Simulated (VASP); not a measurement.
# Au (Fm-3m) in VASP: settings compared

Au is run at these levels: PBE, r2SCAN; tasks: single point.

Everything below comes from runs of VASP 6.6.1. Logs are shortened: lines on timing, memory, paths and dates and some standing lists are left out, and cuts for length are marked.

### 1 The cell of the first run

The structure is cubic, space group Fm-3m (No. 225). Conventional cell: a = 4.070 Å, b = 4.070 Å, c = 4.070 Å, α = 90.00°, β = 90.00°, γ = 90.00°. Au (site symmetry m-3m) has 12 Au at 2.88 Å within 3.8 Å.

### 2 Single point, PBE

INCAR reads:

```
SYSTEM = Au
  PREC = Accurate
  ENCUT = 520
  EDIFF = 1E-6
  ISMEAR = 0
  SIGMA = 0.022
  LREAL = .False.
  LASPH = .True.
  NELM = 60
  ALGO = Normal
  ISIF = 2
  LWAVE = .False.
  LCHARG = .False.
  GGA = PE
  NBANDS = 12
```

KPOINTS reads:

```
regular mesh
0
Gamma
  11 11 11
  0 0 0
```

POSCAR reads:

```
Au
1.0
    0.0000000000      2.0350000000      2.0350000000
    2.0350000000      0.0000000000      2.0350000000
    2.0350000000      2.0350000000      0.0000000000
Au
1
Direct
    0.0000000000      0.0000000000      0.0000000000
```

Potentials or basis: VASP PAW PBE potentials, release 64 (Au).

Run with:

```bash
$ cat potpaw_PBE.64/Au/POTCAR > POTCAR
$ mpirun -np 1 vasp_std > vasp.out
```

OUTCAR:

```text
SYSTEM = Au
   PREC = Accurate
   ENCUT = 520
   EDIFF = 1E-6
   ISMEAR = 0
   LREAL = .False.
   LASPH = .True.
   NELM = 60
   ISIF = 2
   GGA = PE

 ion  position               nearest neighbor table
   1  0.000  0.000  0.000-

  LATTYP: Found a face centered cubic cell.
 ALAT       =     4.0700000000

  Lattice vectors:

 A1 = (   0.0000000000,   2.0350000000,   2.0350000000)
 A2 = (   2.0350000000,   0.0000000000,   2.0350000000)
 A3 = (   2.0350000000,   2.0350000000,   0.0000000000)

Analysis of symmetry for initial positions (statically):
=====================================================================
 Subroutine PRICEL returns:
 Original cell was already a primitive cell.

 Routine SETGRP: Setting up the symmetry group for a
 face centered cubic supercell.

 Subroutine GETGRP returns: Found 48 space group operations
[... 9 lines left out ...]

 Routine SETGRP: Setting up the symmetry group for a
 face centered cubic supercell.

 Subroutine GETGRP returns: Found 48 space group operations
[... 11 lines left out ...]
                                     Primitive cell

  volume of cell :      16.8548

  direct lattice vectors                    reciprocal lattice vectors
     0.000000000  2.035000000  2.035000000    -0.245700246  0.245700246  0.245700246
     2.035000000  0.000000000  2.035000000     0.245700246 -0.245700246  0.245700246
     2.035000000  2.035000000  0.000000000     0.245700246  0.245700246 -0.245700246

  length of vectors
     2.877924599  2.877924599  2.877924599     0.425565309  0.425565309  0.425565309

  position of ions in fractional coordinates (direct lattice)
     0.000000000  0.000000000  0.000000000

  ion indices of the primitive-cell ions
   primitive index   ion index
                 1           1

----------------------------------------------------------------------------------------

 KPOINTS: regular mesh

Automatic generation of k-mesh.
 Grid dimensions read from file:
 generate k-points for:   11   11   11

 Generating k-lattice:

  Cartesian coordinates                     Fractional coordinates (reciprocal lattice)
    -0.022336386  0.022336386  0.022336386     0.090909091  0.000000000  0.000000000
     0.022336386 -0.022336386  0.022336386     0.000000000  0.090909091  0.000000000
     0.022336386  0.022336386 -0.022336386     0.000000000  0.000000000  0.090909091

  Length of vectors
[... 58 lines left out ...]
   NSW    =      0    number of steps for IOM
   IBRION =     -1    ionic relax: 0-MD 1-quasi-New 2-CG
   NFREE  =      0    steps in history (QN), initial steepest desc. (CG)
   ISIF   =      2    stress and relaxation
   ISYM   =      2    0-nonsym 1-usesym 2-fastsym
   POTIM  = 0.5000    time-step for ionic-motion
   TEBEG  =    0.0;   TEEND  =   0.0 temperature during run
   PSTRESS=    0.0 pullay stress
   NELECT =      11.0000    total number of electrons
   NUPDOWN=      -1.0000    fix difference up-down
   EMIN   =  10.00;   EMAX   =-10.00  energy-range for DOS
   EFERMI =   0.00;   METHOD = LEGACY
   ISMEAR =     0;   SIGMA  =   0.02  broadening in eV -4-tet -1-fermi 0-gaus
   EFERMI_NEDOS =   21; number of points for ismear=-14 and -15
   IALGO  =     38    algorithm
   IMIX   =      4    mixing-type and parameters
     AMIX     =   0.40;   BMIX     =  1.00
     AMIX_MAG =   1.60;   BMIX_MAG =  1.00
  volume/ion in A,a.u.               =      16.85       113.74
  Fermi-wavevector in a.u.,A,eV,Ry     =   1.420032  2.683470 27.436005  2.016489
  Thomas-Fermi vector in A             =   2.540990
   LORBIT       =      0    0 simple, 1 ext, 2 COOP (PROOUT), +10 PAW based schemes
   GGA     = PE    functional components
   LHFCALC =     F    Hartree Fock is set to
   AEXX    =    0.0000 exact exchange contribution
   IVDW    =     0    specifies the selected vdW correction
   LEPSILON=     F    determine dielectric tensor
   LRPA    =     F    only Hartree local field effects (RPA)
 non-spin polarized calculation
 Gauss-broadening in eV      SIGMA  =   0.02
  energy-cutoff  :      520.00
  volume of cell :       16.85
 maximum number of plane-waves:       465
 NGX is ok and might be reduce to    24
   NGX = 11   NGY = 11   NGZ = 11

 number of electron      10.9999999 magnetization

 Free energy of the ion-electron system (eV)
  ---------------------------------------------------
  ext. energy  EPLUGINS =         0.00000000
  ---------------------------------------------------
  free energy    TOTEN  =        -3.19554657 eV

  energy without entropy =       -3.19551845  energy(sigma->0) =       -3.19553251

 E-fermi :   9.7622     XC(G=0): -12.7823

 val. band max:        9.5442272835   @ k =   0.4545   0.3636   0.0000
 cond. band min:       9.7938581684   @ k =  -0.4545   0.0909   0.0000
 fundamental gap:      0.2496308849
 Fermi energy:         9.7621724653

 k-point     1 :       0.0000    0.0000    0.0000
  band No.  band energies     occupation
      1      -0.3128      2.00000
      2       4.9101      2.00000
      3       4.9101      2.00000
      4       4.9101      2.00000
      5       6.4533      2.00000
      6       6.4533      2.00000
      7      24.1677      0.00000
      8      28.2298      0.00000
      9      28.2298      0.00000
     10      28.2298      0.00000
     11      33.1716      0.00000
     12      37.9347      0.00000
[... 331 lines left out ...]
 k-point    24 :      -0.1818    0.1818    0.0000
  band No.  band energies     occupation
      1       2.2808      2.00000
      2       4.2902      2.00000
      3       5.1102      2.00000
      4       5.7969      2.00000
      5       5.8356      2.00000
      6       7.6788      2.00000
      7      21.1057      0.00000
      8      23.0923      0.00000
      9      27.3900      0.00000
     10      28.8899      0.00000
     11      31.6329      0.00000
     12      34.3423      0.00000

 [... further k-points ...]

------------------------ aborting loop because EDIFF is reached ----------------------------------------

  FORCE on cell =-STRESS in cart. coord.  units (eV):
  Direction    XX          YY          ZZ          XY          YZ          ZX
  --------------------------------------------------------------------------------------
  -------------------------------------------------------------------------------------
  Total        1.1059172      1.1059172      1.1059172      0.0000000      0.0000000     -0.0000000
  in kB      105.1259578    105.1259578    105.1259578      0.0000000      0.0000000     -0.0000000
  external PRESSURE =     105.1259578 kB  Pullay stress =       0.0000000 kB

 VOLUME and BASIS-vectors are now :
 -----------------------------------------------------------------------------
  energy-cutoff  :      520.00
  volume of cell :       16.85
      direct lattice vectors                 reciprocal lattice vectors
     0.000000000  2.035000000  2.035000000    -0.245700246  0.245700246  0.245700246
     2.035000000  0.000000000  2.035000000     0.245700246 -0.245700246  0.245700246
     2.035000000  2.035000000  0.000000000     0.245700246  0.245700246 -0.245700246

 POSITION                                       TOTAL-FORCE (eV/Angst)
 -----------------------------------------------------------------------------------
      0.00000      0.00000      0.00000         0.000000     -0.000000      0.000000
 -----------------------------------------------------------------------------------
    total drift:                               -0.000000      0.000000     -0.000000

  FREE ENERGIE OF THE ION-ELECTRON SYSTEM (eV)
  ---------------------------------------------------
  free  energy   TOTEN  =        -3.1955465715 eV

  energy  without entropy=       -3.1955184522  energy(sigma->0) =       -3.19553251
```

stdout:

```text
POSCAR found type information on POSCAR Au
 POSCAR found :  1 types and       1 ions
 scaLAPACK will be used
 LDA part: xc-table for (Slater+PW92), standard interpolation
 POSCAR, INCAR and KPOINTS ok, starting setup
 FFT: planning ... GRIDC
 FFT: planning ... GRID_SOFT
 FFT: planning ... GRID
 WAVECAR not read
 entering main loop
```

Wall time 13 s (1 thread of Intel Xeon Platinum 8375C at 2.90GHz (Ice Lake), shared host); peak memory 0.14 GiB.

Results:

| Item | Value |
| --- | --- |
| Free energy | -3.1955 eV |
| Pressure | 10.5 GPa |

Caveat: spin-orbit coupling is left out, which moves the levels of the heavy elements.

### 3 Single point, PBE

INCAR reads:

```
SYSTEM = Au
PREC = Accurate ; ENCUT = 520
EDIFF = 1E-6 ; ISMEAR = 0
SIGMA = 0.024 ; LREAL = .False.
LASPH = .True. ; NELM = 60
ALGO = Fast ; ISIF = 2
LWAVE = .False. ; LCHARG = .True.
GGA = PE ; LELF = .True.
LVHAR = .True. ; NBANDS = 12
```

KPOINTS reads:

```
Automatic mesh
0
Gamma
  11 11 11
  0 0 0
```

POSCAR is that of step 2.

Potentials or basis: VASP PAW PBE potentials, release 64 (Au).

Run with:

```bash
$ cat potpaw_PBE.64/Au/POTCAR > POTCAR
$ mpirun -np 1 vasp_std > vasp.out
```

Run time: 20 s. Hardware: 1 thread of Intel Xeon Platinum 8375C at 2.90GHz (Ice Lake), shared host; peak memory 0.15 GiB.

It converged, with:

```yaml
Free_energy: -3.1955 eV
Pressure: 10.6 GPa
```

Levels at points of the mesh, in eV from the Fermi level:
```tsv
k point	band 4	band 5	band 6	band 7	band 8	band 9
(0.00, 0.00, 0.00)	-4.85	-3.31	-3.31	14.41	18.47	18.47
```

Caveat: spin-orbit coupling is left out, which moves the levels of the heavy elements.

### 4 Single point, r2SCAN

This run uses another cell than the first one, of 15.84 Å³/atom, 0.940 times its volume.

POSCAR reads:

```
Au
1.0
    0.0000000000      1.9934577312      1.9934577312
    1.9934577312      0.0000000000      1.9934577312
    1.9934577312      1.9934577312      0.0000000000
Au
1
Direct
    0.0000000000      0.0000000000      0.0000000000
```

INCAR.step1 reads:

```
  PREC = Accurate
  ENCUT = 520
  ISMEAR = -1
  SIGMA = 0.05
  LREAL = False
  LASPH = True
  NELM = 80
  NBANDS = 12
  GGA = PE
  ALGO = Normal
  EDIFF = 1E-4
  LWAVE = True
  LCHARG = False
```

INCAR.step2 reads:

```
  PREC = Accurate
  ENCUT = 520
  EDIFF = 1E-6
  ISMEAR = -1
  SIGMA = 0.05
  LREAL = False
  LASPH = True
  NELM = 80
  ALGO = Normal
  ISIF = 2
  LWAVE = False
  LCHARG = False
  METAGGA = R2SCAN
  LMIXTAU = True
  NBANDS = 12
  ISTART = 1
```

KPOINTS reads:

```
Automatic mesh
0
Gamma
  11 11 11
```

Run with:

```bash
$ cat potpaw_PBE.64/Au/POTCAR > POTCAR
$ cp INCAR.step1 INCAR
$ mpirun -np 1 vasp_std > vasp.out
$ cp INCAR.step2 INCAR
$ mpirun -np 1 vasp_std > vasp.out
```

It took 32 s on 1 thread of AMD EPYC 9R45 (Zen 5), shared host; peak memory 0.12 GiB.

It converged, with:

* Free energy: -50.5011 eV
* Pressure: 21.7 GPa

Levels at points of the mesh, in eV from the Fermi level:
```csv
k point,band 4,band 5,band 6,band 7,band 8,band 9
"(0.00, 0.00, 0.00)",-5.40,-3.65,-3.65,15.16,19.72,19.72
```

Caveat: the PAW data sets were made with another functional, which shifts forces and pressure a little; spin-orbit coupling is left out, which moves the levels of the heavy elements.

### 5 Summary

```tsv
level	cell	smearing	gap on the mesh (eV)	pressure (GPa)
PBE	a = 2.878 Å, angles 60.0°, 1 atom	gaussian 0.022 eV	none	10.5
PBE	a = 2.878 Å, angles 60.0°, 1 atom	gaussian 0.024 eV	none	10.6
r2SCAN	a = 2.819 Å, angles 60.0°, 1 atom	fermi-dirac 0.05 eV	none	21.7
```

Alike in all rows: task single point; potentials or basis VASP PAW PBE potentials, release 64 (Au); no spin polarisation; k mesh 11 × 11 × 11; cutoff (eV) 520.

Caveats: spin-orbit coupling is left out, which moves the levels of the heavy elements; the PAW data sets were made with another functional, which shifts forces and pressure a little (some runs).

Total energies depend on the potentials used, so only differences within one code and one set of settings carry meaning.
